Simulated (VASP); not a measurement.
# SnS2 (P-3m1) in VASP: settings compared

SnS2 is run at these levels: PBE, LDA; tasks: relaxation of cell and atoms.

All numbers are computed with VASP 6.6.1; they aren't measurements. Logs are shortened: lines on timing, memory, paths and dates and some standing lists are left out, and cuts for length are marked.

**1. The cell of the first run**

Symmetry: P-3m1, No. 164, trigonal system. Conventional cell: a = 3.639 Å, b = 3.639 Å, c = 5.868 Å, α = 90.00°, β = 90.00°, γ = 120.00°. Sn (site symmetry -3m) has 6 S at 2.56 Å within 3.4 Å. S (site symmetry 3m) has 3 Sn at 2.56 Å within 3.4 Å.

**2. Relaxation of cell and atoms, PBE**

INCAR reads:

```
SYSTEM = SnS2
PREC = Accurate
ENCUT = 500
EDIFF = 1E-7
ISMEAR = 0
SIGMA = 0.01
LREAL = .FALSE.
LASPH = .TRUE.
NELM = 120
ALGO = Normal
ISIF = 3
LWAVE = .FALSE.
LCHARG = .FALSE.
GGA = PE
IBRION = 2
NSW = 80
EDIFFG = -0.05
GGA_COMPAT = .FALSE.
NELMIN = 4
```

KPOINTS reads:

```
regular mesh
0
G
  6 6 4
  0 0 0
```

POSCAR reads:

```
SnS2
1.0
    3.6390000000      0.0000000000      0.0000000000
   -1.8195000000      3.1514664400      0.0000000000
    0.0000000000      0.0000000000      5.8680000000
Sn S
1 2
Direct
    0.0000000000      0.0000000000      0.0000000000
    0.3333333339      0.6666666677      0.2500000000
    0.6666666661      0.3333333323      0.7500000000
```

Potentials or basis: VASP PAW PBE potentials, release 64 (Sn_d, S).

Launch:

```
$ cat potpaw_PBE.64/Sn_d/POTCAR potpaw_PBE.64/S/POTCAR > POTCAR
$ mpirun -np 1 vasp_std > vasp.out
```

OUTCAR:

```text
SYSTEM = SnS2
   PREC = Accurate
   ENCUT = 500
   EDIFF = 1E-7
   ISMEAR = 0
   LREAL = .FALSE.
   LASPH = .TRUE.
   NELM = 120
   ISIF = 3
   GGA = PE
   IBRION = 2
   NSW = 80
   EDIFFG = -0.05
   NELMIN = 4

 ion  position               nearest neighbor table
   1  0.000  0.000  0.000-   3 2.56   2 2.56   3 2.56   2 2.56   3 2.56   2 2.56
   2  0.333  0.667  0.250-   1 2.56   1 2.56   1 2.56
   3  0.667  0.333  0.750-   1 2.56   1 2.56   1 2.56

  LATTYP: Found a hexagonal cell.
 ALAT       =     3.6390000000
 C/A-ratio  =     1.6125309151

  Lattice vectors:

 A1 = (   3.6390000000,   0.0000000000,   0.0000000000)
 A2 = (  -1.8195000000,   3.1514664400,   0.0000000000)
 A3 = (   0.0000000000,   0.0000000000,   5.8680000000)

Analysis of symmetry for initial positions (statically):
=====================================================================
 Subroutine PRICEL returns:
 Original cell was already a primitive cell.

 Routine SETGRP: Setting up the symmetry group for a
 hexagonal supercell.

 Subroutine GETGRP returns: Found 12 space group operations
 (whereof 12 operations were pure point group operations)
 out of a pool of 24 trial point group operations.

The static configuration has the point symmetry D_3d.

Analysis of symmetry for dynamics (positions and initial velocities):
=====================================================================
 Subroutine PRICEL returns:
 Original cell was already a primitive cell.

 Routine SETGRP: Setting up the symmetry group for a
 hexagonal supercell.

 Subroutine GETGRP returns: Found 12 space group operations
 (whereof 12 operations were pure point group operations)
 out of a pool of 24 trial point group operations.

The dynamic configuration has the point symmetry D_3d.

 Subroutine INISYM returns: Found 12 space group operations
 (whereof 12 operations are pure point group operations),
 and found     1 'primitive' translations

----------------------------------------------------------------------------------------

                                     Primitive cell

  volume of cell :      67.2953

  direct lattice vectors                    reciprocal lattice vectors
     3.639000000  0.000000000  0.000000000     0.274800769  0.158656298  0.000000000
    -1.819500000  3.151466440  0.000000000     0.000000000  0.317312597  0.000000000
     0.000000000  0.000000000  5.868000000     0.000000000  0.000000000  0.170415815

  length of vectors
     3.639000000  3.638999996  5.868000000     0.317312597  0.317312597  0.170415815

  position of ions in fractional coordinates (direct lattice)
[... 100 lines left out ...]
     AMIX_MAG =   1.60;   BMIX_MAG =  1.00
  volume/ion in A,a.u.               =      22.43       151.38
  Fermi-wavevector in a.u.,A,eV,Ry     =   1.192352  2.253218 19.343434  1.421702
  Thomas-Fermi vector in A             =   2.328392
   LORBIT       =      0    0 simple, 1 ext, 2 COOP (PROOUT), +10 PAW based schemes
   GGA     = PE    functional components
   LHFCALC =     F    Hartree Fock is set to
   AEXX    =    0.0000 exact exchange contribution
   IVDW    =     0    specifies the selected vdW correction
   LEPSILON=     F    determine dielectric tensor
   LRPA    =     F    only Hartree local field effects (RPA)
 conjugate gradient relaxation of ions
 non-spin polarized calculation
 Gauss-broadening in eV      SIGMA  =   0.01
  energy-cutoff  :      500.00
  volume of cell :       67.30
 maximum number of plane-waves:      1737
 NGX is ok and might be reduce to    28
   NGX = 13   NGY = 13   NGZ = 21

--------------------------------------- Ionic step        1  -------------------------------------------

 number of electron      26.0000007 magnetization

 Free energy of the ion-electron system (eV)
  ---------------------------------------------------
  ext. energy  EPLUGINS =         0.00000000
  ---------------------------------------------------
  free energy    TOTEN  =       -13.13336057 eV

  energy without entropy =      -13.13336057  energy(sigma->0) =      -13.13336057

------------------------ aborting loop because EDIFF is reached ----------------------------------------

  FORCE on cell =-STRESS in cart. coord.  units (eV):
  Direction    XX          YY          ZZ          XY          YZ          ZX
  --------------------------------------------------------------------------------------
  -------------------------------------------------------------------------------------
  Total        1.8168425      1.8168425      1.6318147      0.0000000      0.0000000      0.0000000
  in kB       43.2556678     43.2556677     38.8504979      0.0000000      0.0000000      0.0000000
  external PRESSURE =      41.7872778 kB  Pullay stress =       0.0000000 kB
[... 92 lines left out ...]
  FREE ENERGIE OF THE ION-ELECTRON SYSTEM (eV)
  ---------------------------------------------------
  free  energy   TOTEN  =       -13.1741836567 eV

  energy  without entropy=      -13.1741836567  energy(sigma->0) =      -13.17418366

 E-fermi :   3.3316     XC(G=0):  -8.8924

 val. band max:        3.2181904789   @ k =   0.1667  -0.0000   0.0000
 cond. band min:       4.7587125128   @ k =   0.5000  -0.0000   0.5000
 fundamental gap:      1.5405220338
 Fermi energy:         3.3316213896

 k-point     1 :       0.0000    0.0000    0.0000
  band No.  band energies     occupation
      1     -17.5448      2.00000
      2     -17.5448      2.00000
      3     -17.5078      2.00000
      4     -17.4827      2.00000
      5     -17.4827      2.00000
      6     -10.1597      2.00000
[... 457 lines left out ...]
      4     -17.4813      2.00000
      5     -17.4611      2.00000
      6      -7.8471      2.00000
[... 9 lines left out ...]
     16       8.9585      0.00000
     17      10.5644      0.00000

[... ionic steps 4 to 10 ...]

--------------------------------------- Ionic step       11  -------------------------------------------

 number of electron      25.9999993 magnetization

------------------------ aborting loop because EDIFF is reached ----------------------------------------
[... 69 lines left out ...]
--------------------------------------- Ionic step       13  -------------------------------------------

 number of electron      25.9999990 magnetization

 Free energy of the ion-electron system (eV)
  ---------------------------------------------------
  ext. energy  EPLUGINS =         0.00000000
  ---------------------------------------------------
  free energy    TOTEN  =       -13.21284352 eV

  energy without entropy =      -13.21284352  energy(sigma->0) =      -13.21284352

 E-fermi :   2.9837     XC(G=0):  -8.7470

 val. band max:        2.9297860002   @ k =   0.1667  -0.0000   0.0000
 cond. band min:       4.4595699712   @ k =   0.5000  -0.0000   0.5000
 fundamental gap:      1.5297839710
 Fermi energy:         2.9837203294

 k-point     1 :       0.0000    0.0000    0.0000
  band No.  band energies     occupation
      1     -17.8133      2.00000
      2     -17.8133      2.00000
      3     -17.7805      2.00000
      4     -17.7564      2.00000
      5     -17.7564      2.00000
      6     -10.3289      2.00000
[... 499 lines left out ...]
  FREE ENERGIE OF THE ION-ELECTRON SYSTEM (eV)
  ---------------------------------------------------
  free  energy   TOTEN  =       -13.2128435183 eV

  energy  without entropy=      -13.2128435183  energy(sigma->0) =      -13.21284352

 reached required accuracy - stopping structural energy minimisation
```

Wall time 2.4 min (1 thread of Intel Xeon Platinum 8559C (Emerald Rapids), shared host); peak memory 0.2 GiB.

Results:

| Property | Result |
| --- | --- |
| Free energy | -13.2128 eV |
| Relaxed volume | 26.30 Å³/atom |
| Relaxed cell | a = 3.706 Å, b = 3.706 Å, c = 6.633 Å, α = 90.00°, β = 90.00°, γ = 120.00° |
| Space group after relaxing (to 0.1 Å) | P-3m1 (No. 164) |
| Energy gained by relaxing | 26.5 meV/atom |
| Ionic steps | 13 |
| Pressure after relaxing | -0.1 GPa |
| Largest force after relaxing | 0.018 eV/Å |
| Band gap on the k mesh | 1.53 eV (least direct gap 1.80 eV) |

Forces on the atoms (eV/Å):
```
Sn   0.000  0.000  0.000
S    0.000  0.000 -0.018
S    0.000  0.000  0.018
```

Stress tensor (GPa, compression positive):
```
-0.14  0.00  0.00
 0.00 -0.14  0.00
 0.00  0.00  0.01
```

Step by step:
```csv
step,energy change (eV),largest force (eV/Å),pressure (GPa),volume (Å³)
1,0.0000,0.2363,4.18,67.30
2,-0.0156,0.5851,-2.53,73.16
3,-0.0408,0.2481,0.14,70.46
4,-0.0456,0.1821,0.11,70.88
5,-0.0503,0.0324,0.05,71.86
6,-0.0547,0.0269,0.08,72.26
7,-0.0651,0.0078,0.19,73.47
8,-0.0751,0.0445,0.63,75.82
9,-0.0758,0.0662,0.85,76.75
10,-0.0787,0.0721,-0.05,78.39
11,-0.0787,0.0690,-0.03,78.36
12,-0.0792,0.0502,-0.06,78.56
13,-0.0795,0.0184,-0.09,78.91
```

Final structure:
```cif
data_structure
_symmetry_space_group_name_H-M 'P 1'
_symmetry_Int_Tables_number 1
_cell_length_a 3.7063
_cell_length_b 3.7063
_cell_length_c 6.6329
_cell_angle_alpha 90.000
_cell_angle_beta 90.000
_cell_angle_gamma 120.000
_cell_volume 78.91
loop_
_atom_site_label
_atom_site_type_symbol
_atom_site_fract_x
_atom_site_fract_y
_atom_site_fract_z
_atom_site_occupancy
Sn1 Sn 0.00000 0.00000 0.00000 1
S1 S 0.33333 0.66667 0.22266 1
S2 S 0.66667 0.33333 0.77734 1
```

Caveat: the volume moved by over 15 % at a fixed basis, so the end points are rough; spin-orbit coupling is left out, which moves the levels of the heavy elements; this functional lacks dispersion, which binds the layers, so the pressure and a relaxed spacing across them are unreliable. Zero-point motion and thermal expansion aren't in these numbers.

**3. Relaxation of cell and atoms, LDA**

INCAR reads:

```
ALGO = Normal ; EDIFF = 1E-7
EDIFFG = -0.05 ; ENCUT = 500
GGA = CA ; GGA_COMPAT = False
IBRION = 2 ; ISIF = 3
ISMEAR = 0 ; LASPH = True
LCHARG = False ; LREAL = False
LWAVE = False ; NELM = 120
NELMIN = 4 ; NSW = 80
PREC = Accurate ; SIGMA = 0.01
```

KPOINTS reads:

```
k-points
0
Gamma
  6 6 4
```

POSCAR is that of step 2.

Potentials or basis: VASP PAW LDA potentials, release 64 (Sn_d, S).

Launch:

```
$ cat potpaw_LDA.64/Sn_d/POTCAR potpaw_LDA.64/S/POTCAR > POTCAR
$ mpirun -np 1 vasp_std > vasp.out
```

Run time: 45 s. Hardware: 1 thread of Intel Xeon Platinum 8559C (Emerald Rapids), shared host; peak memory 0.17 GiB.

The run converged. Its results:

```
Free energy                           : -15.0638 eV
Relaxed volume                        : 22.05 Å³/atom
Relaxed cell                          : a = 3.625 Å, b = 3.625 Å, c = 5.813 Å, α = 90.00°, β = 90.00°, γ = 120.00°
Space group after relaxing (to 0.1 Å) : P-3m1 (No. 164)
Energy gained by relaxing             : 1.1 meV/atom
Ionic steps                           : 5
Pressure after relaxing               : 0.0 GPa
Largest force after relaxing          : 0.033 eV/Å
Band gap on the k mesh                : 1.29 eV (least direct gap 1.80 eV)
```

Forces in eV/Å, atoms in the order of the input:
```
Sn   0.000  0.000  0.000
S    0.000  0.000  0.033
S    0.000  0.000 -0.033
```

Stress tensor (GPa, compression positive):
```
 0.17  0.00  0.00
 0.00  0.17  0.00
 0.00  0.00 -0.30
```

Step by step:
```csv
step,energy change (eV),largest force (eV/Å),pressure (GPa),volume (Å³)
1,0.0000,0.0050,-0.72,67.30
2,-0.0006,0.1479,0.53,66.32
3,-0.0013,0.0830,0.00,66.73
4,-0.0019,0.0705,0.00,66.58
5,-0.0034,0.0330,0.01,66.16
```

Final structure:
```
Sn S
1.0
     3.62514    0.00000    0.00000
    -1.81257    3.13946    0.00000
     0.00000    0.00000    5.81295
Sn S
1 2
Direct
  0.00000 0.00000 0.00000
  0.33333 0.66667 0.25247
  0.66667 0.33333 0.74753
```

Levels at points of the mesh, in eV from the valence-band top:
```csv
k point,band 10,band 11,band 12,band 13,band 14,band 15,band 16,band 17
"(0.00, 0.00, 0.00)",-0.69,-0.40,-0.40,0.00,1.80,3.45,5.30,5.30
"(0.50, 0.00, 0.00)",-2.94,-2.67,-1.21,-0.31,1.60,4.26,5.68,5.94
"(0.00, 0.00, 0.50)",-0.79,-0.79,-0.24,-0.24,3.07,3.54,5.01,5.01
"(0.50, 0.00, 0.50)",-2.49,-1.89,-0.83,-0.72,1.35,4.45,5.29,6.23
```

Caveat: spin-orbit coupling is left out, which moves the levels of the heavy elements; the relaxation stopped at a loose force limit of 0.05 eV/Å, so its end isn't a converged minimum. A k mesh can miss the band edges.
